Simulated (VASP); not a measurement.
# GaN (zincblende type) (F-43m) in VASP: notebook

The runs below take GaN (zincblende type) through relaxation of cell and atoms, with PBE.

Program: VASP 6.6.1. These are calculated values, not measurements. Logs are shortened: lines on timing, memory, paths and dates and some standing lists are left out, and cuts for length are marked.

### 1 The cell of the first run

The structure is cubic, space group F-43m (No. 216). The conventional cell has a = 4.391 Å, b = 4.391 Å, c = 4.391 Å, α = 90.00°, β = 90.00°, γ = 90.00°. Ga (site symmetry -43m) has 4 N at 1.90 Å within 2.5 Å. Within 2.5 Å of N (site symmetry -43m) lie 4 Ga at 1.90 Å.

### 2 Relaxation of cell and atoms, PBE, target pressure 18 GPa, at which the enthalpy is minimised

The input, INCAR:

```
SYSTEM = GaN
  ALGO = Normal
  EDIFF = 1E-7
  EDIFFG = -0.005
  ENCUT = 600
  GGA = PE
  IBRION = 2
  ISIF = 3
  ISMEAR = -1
  LASPH = .True.
  LCHARG = .False.
  LREAL = .False.
  LWAVE = .False.
  NELM = 100
  NSW = 60
  PREC = Accurate
  PSTRESS = 180.0
  SIGMA = 0.08
```

The input, KPOINTS:

```
k-points
0
Gamma
  16 16 16
  0 0 0
```

The input, POSCAR:

```
GaN
1.0
    0.0000000000      2.1956046260      2.1956046260
    2.1956046260      0.0000000000      2.1956046260
    2.1956046260      2.1956046260      0.0000000000
Ga N
1 1
Direct
    0.0000000000      0.0000000000      0.0000000000
    0.2500000000      0.2500000000      0.2500000000
```

Potentials or basis: VASP PAW PBE potentials, release 64 (Ga_d, N).

The run is started by

```console
cat potpaw_PBE.64/Ga_d/POTCAR potpaw_PBE.64/N/POTCAR > POTCAR
mpirun -np 1 vasp_std > vasp.out
```

OUTCAR:

```text
SYSTEM = GaN
   EDIFF = 1E-7
   EDIFFG = -0.005
   ENCUT = 600
   GGA = PE
   IBRION = 2
   ISIF = 3
   ISMEAR = -1
   LASPH = .True.
   LREAL = .False.
   NELM = 100
   NSW = 60
   PREC = Accurate
   PSTRESS = 180.0

 ion  position               nearest neighbor table
   1  0.000  0.000  0.000-   2 1.90   2 1.90   2 1.90   2 1.90
   2  0.250  0.250  0.250-   1 1.90   1 1.90   1 1.90   1 1.90

  LATTYP: Found a face centered cubic cell.
 ALAT       =     4.3912092520

  Lattice vectors:

 A1 = (   0.0000000000,   2.1956046260,   2.1956046260)
 A2 = (   2.1956046260,   0.0000000000,   2.1956046260)
 A3 = (   2.1956046260,   2.1956046260,   0.0000000000)

Analysis of symmetry for initial positions (statically):
=====================================================================
 Subroutine PRICEL returns:
 Original cell was already a primitive cell.

 Routine SETGRP: Setting up the symmetry group for a
 face centered cubic supercell.

 Subroutine GETGRP returns: Found 24 space group operations
 (whereof 24 operations were pure point group operations)
 out of a pool of 48 trial point group operations.

The static configuration has the point symmetry T_d .

Analysis of symmetry for dynamics (positions and initial velocities):
=====================================================================
 Subroutine PRICEL returns:
 Original cell was already a primitive cell.

 Routine SETGRP: Setting up the symmetry group for a
 face centered cubic supercell.

 Subroutine GETGRP returns: Found 24 space group operations
 (whereof 24 operations were pure point group operations)
 out of a pool of 48 trial point group operations.

The dynamic configuration has the point symmetry T_d .

 Subroutine INISYM returns: Found 24 space group operations
 (whereof 24 operations are pure point group operations),
 and found     1 'primitive' translations

----------------------------------------------------------------------------------------

                                     Primitive cell

  volume of cell :      21.1686

  direct lattice vectors                    reciprocal lattice vectors
     0.000000000  2.195604626  2.195604626    -0.227727704  0.227727704  0.227727704
     2.195604626  0.000000000  2.195604626     0.227727704 -0.227727704  0.227727704
     2.195604626  2.195604626  0.000000000     0.227727704  0.227727704 -0.227727704

[... 94 lines left out ...]
   NELECT =      18.0000    total number of electrons
   NUPDOWN=      -1.0000    fix difference up-down
   EMIN   =  10.00;   EMAX   =-10.00  energy-range for DOS
   EFERMI =   0.00;   METHOD = LEGACY
   ISMEAR =    -1;   SIGMA  =   0.08  broadening in eV -4-tet -1-fermi 0-gaus
   EFERMI_NEDOS =   21; number of points for ismear=-14 and -15
   IALGO  =     38    algorithm
   IMIX   =      4    mixing-type and parameters
     AMIX     =   0.40;   BMIX     =  1.00
     AMIX_MAG =   1.60;   BMIX_MAG =  1.00
  volume/ion in A,a.u.               =      10.58        71.43
  Fermi-wavevector in a.u.,A,eV,Ry     =   1.550963  2.930896 32.728641  2.405487
  Thomas-Fermi vector in A             =   2.655551
   LORBIT       =      0    0 simple, 1 ext, 2 COOP (PROOUT), +10 PAW based schemes
   GGA     = PE    functional components
   LHFCALC =     F    Hartree Fock is set to
   AEXX    =    0.0000 exact exchange contribution
   IVDW    =     0    specifies the selected vdW correction
   LEPSILON=     F    determine dielectric tensor
   LRPA    =     F    only Hartree local field effects (RPA)
 conjugate gradient relaxation of ions
 non-spin polarized calculation
  energy-cutoff  :      600.00
  volume of cell :       21.17
 maximum number of plane-waves:       725
 NGX is ok and might be reduce to    28
   NGX = 13   NGY = 13   NGZ = 13

--------------------------------------- Ionic step        1  -------------------------------------------

 number of electron      17.9999997 magnetization

 Free energy of the ion-electron system (eV)
  ---------------------------------------------------
  ext. energy  EPLUGINS =         0.00000000
  ---------------------------------------------------
  free energy    TOTEN  =       -12.00046355 eV

  energy without entropy =      -12.00046354  energy(sigma->0) =      -12.00046355

------------------------ aborting loop because EDIFF is reached ----------------------------------------

  FORCE on cell =-STRESS in cart. coord.  units (eV):
  Direction    XX          YY          ZZ          XY          YZ          ZX
  --------------------------------------------------------------------------------------
  -------------------------------------------------------------------------------------
  Total        2.9922279      2.9922279      2.9922279      0.0000000      0.0000000      0.0000000
  in kB      226.4711273    226.4711273    226.4711273      0.0000000      0.0000000      0.0000000
  external PRESSURE =      46.4711273 kB  Pullay stress =     180.0000000 kB
[... 63 lines left out ...]
--------------------------------------- Ionic step        3  -------------------------------------------

 number of electron      17.9999998 magnetization

 Free energy of the ion-electron system (eV)
  ---------------------------------------------------
  ext. energy  EPLUGINS =         0.00000000
  ---------------------------------------------------
  free energy    TOTEN  =       -12.05009676 eV

  energy without entropy =      -12.05009675  energy(sigma->0) =      -12.05009676

 E-fermi :   7.1439     XC(G=0): -11.9902

 val. band max:        5.9529450132   @ k =   0.0000   0.0000   0.0000
 cond. band min:       8.0635222862   @ k =   0.0000   0.0000   0.0000
 fundamental gap:      2.1105772730
 Fermi energy:         7.1438662936

 k-point     1 :       0.0000    0.0000    0.0000
  band No.  band energies     occupation
      1     -10.5115      2.00000
      2      -7.5538      2.00000
      3      -7.5538      2.00000
      4      -7.5538      2.00000
      5      -7.1683      2.00000
      6      -7.1683      2.00000
      7       5.9529      2.00000
      8       5.9529      2.00000
      9       5.9529      2.00000
     10       8.0635      0.00002
     11      16.6331      0.00000
     12      16.6331      0.00000
     13      16.6331      0.00000
[... 354 lines left out ...]
  band No.  band energies     occupation
      1     -10.3826      2.00000
      2      -7.5395      2.00000
      3      -7.5328      2.00000
      4      -7.5193      2.00000
      5      -7.1747      2.00000
      6      -7.1653      2.00000
      7       4.9128      2.00000
      8       5.6698      2.00000
      9       5.9031      2.00000
     10       8.9232      0.00000
     11      16.1017      0.00000
     12      16.7946      0.00000
     13      16.8448      0.00000

 [... further k-points ...]
[... 5 lines left out ...]
  --------------------------------------------------------------------------------------
  -------------------------------------------------------------------------------------
  Total        2.4175082      2.4175082      2.4175082      0.0000000      0.0000000      0.0000000
  in kB      179.6444273    179.6444273    179.6444273      0.0000000      0.0000000      0.0000000
  external PRESSURE =      -0.3555727 kB  Pullay stress =     180.0000000 kB
[... 21 lines left out ...]
  energy  without entropy=      -12.0500967505  energy(sigma->0) =      -12.05009676

  enthalpy is  TOTEN    =        -9.6278036059 eV   P V=        2.4222931574

 reached required accuracy - stopping structural energy minimisation
```

Wall time 4.1 min (1 thread of AMD EPYC 7R43 (Zen 3), shared host); peak memory 0.16 GiB.

Results:

- Free energy: -12.0501 eV
- Relaxed volume: 10.78 Å³/atom
- Relaxed cell: a = 3.124 Å, b = 3.124 Å, c = 3.124 Å, α = 60.00°, β = 60.00°, γ = 60.00°
- Space group after relaxing (to 0.05 Å): F-43m (No. 216)
- Energy change on relaxing (the enthalpy is what falls): -24.8 meV/atom
- Ionic steps: 3
- Pressure after relaxing: 18.0 GPa
- Band gap on the k mesh: 2.11 eV, direct

The path:
```
step  energy change (eV)  largest force (eV/Å)  pressure (GPa)  volume (Å³)
   1              0.0000                0.0000           22.65        21.17
   2             -0.1020                0.0000           12.00        22.12
   3             -0.0496                0.0000           17.96        21.56
```

Final structure:
```xyz
2
Lattice="0.0000 2.2091 2.2091 2.2091 0.0000 2.2091 2.2091 2.2091 0.0000" Properties=species:S:1:pos:R:3 pbc="T T T"
Ga    0.0000    0.0000    0.0000
N     1.1045    1.1045    1.1045
```

Caveat: the cell is relaxed towards a set pressure, so the enthalpy falls and the energy may rise.

### 3 Relaxation of cell and atoms, PBE, target pressure 18 GPa, at which the enthalpy is minimised

This run uses another cell than the first one, of 10.79 Å³/atom, 1.019 times its volume.

The input, INCAR:

```
PREC     = Accurate       # precision mode
ENCUT    = 600            # plane-wave cutoff, eV
EDIFF    = 1E-6           # SCF threshold, eV
ISMEAR   = -1             # smearing method
SIGMA    = 0.08           # smearing width, eV
LREAL    = F              # projectors in reciprocal space
LASPH    = T              # aspherical terms in the spheres
NELM     = 100            # most SCF steps
ALGO     = Normal         # electronic algorithm
ISIF     = 3              # what is computed and relaxed
LWAVE    = F              # write WAVECAR
LCHARG   = F              # write CHGCAR
GGA      = PE             # functional
IBRION   = 2              # ionic algorithm
NSW      = 32             # ionic steps
EDIFFG   = -0.005         # ionic threshold
PSTRESS  = 180.0
```

The input, KPOINTS:

```
regular mesh
0
Gamma
  16 16 16
```

The input, POSCAR:

```
GaN
1.0
    0.0000000000      2.2096402055      2.2096402055
    2.2096402055      0.0000000000      2.2096402055
    2.2096402055      2.2096402055      0.0000000000
Ga N
1 1
Direct
    0.0000000000      0.0000000000      0.0000000000
    0.2500000000      0.2500000000      0.2500000000
```

Potentials or basis: VASP PAW PBE potentials, release 64 (Ga_d, N).

The run is started by

```console
cat potpaw_PBE.64/Ga_d/POTCAR potpaw_PBE.64/N/POTCAR > POTCAR
mpirun -np 1 vasp_std > vasp.out
```

It took 3 min on 1 thread of AMD EPYC 7R43 (Zen 3), shared host; peak memory 0.16 GiB.

Results (log left out):

- Free energy: -12.0502 eV
- Relaxed volume: 10.78 Å³/atom
- Relaxed cell: a = 3.124 Å, b = 3.124 Å, c = 3.124 Å, α = 60.00°, β = 60.00°, γ = 60.00°
- Space group after relaxing (to 0.05 Å): F-43m (No. 216)
- Energy change on relaxing (the enthalpy is what falls): +1.2 meV/atom
- Ionic steps: 3
- Pressure after relaxing: 18.0 GPa
- Band gap on the k mesh: 2.11 eV, direct

Step by step:
```
step  energy change (eV)  largest force (eV/Å)  pressure (GPa)  volume (Å³)
   1              0.0000                0.0000           17.79        21.58
   2              0.0050                0.0000           18.35        21.53
   3              0.0024                0.0000           17.99        21.56
```

Final structure:
```
Ga N
1.0
     0.00000    2.20891    2.20891
     2.20891    0.00000    2.20891
     2.20891    2.20891    0.00000
Ga N
1 1
Direct
  0.00000 0.00000 0.00000
  0.25000 0.25000 0.25000
```

Levels at points of the mesh, in eV from the valence-band top:
| k point | band 7 | band 8 | band 9 | band 10 | band 11 | band 12 |
| --- | --- | --- | --- | --- | --- | --- |
| (0.00, 0.00, 0.00) | 0.00 | 0.00 | 0.00 | 2.11 | 10.68 | 10.68 |
| (0.50, 0.00, 0.00) | -7.44 | -1.05 | -1.05 | 5.06 | 9.03 | 10.68 |
| (0.50, 0.50, 0.00) | -6.38 | -2.92 | -2.92 | 3.37 | 7.02 | 12.15 |

Caveat: the cell is relaxed towards a set pressure, so the enthalpy falls and the energy may rise.
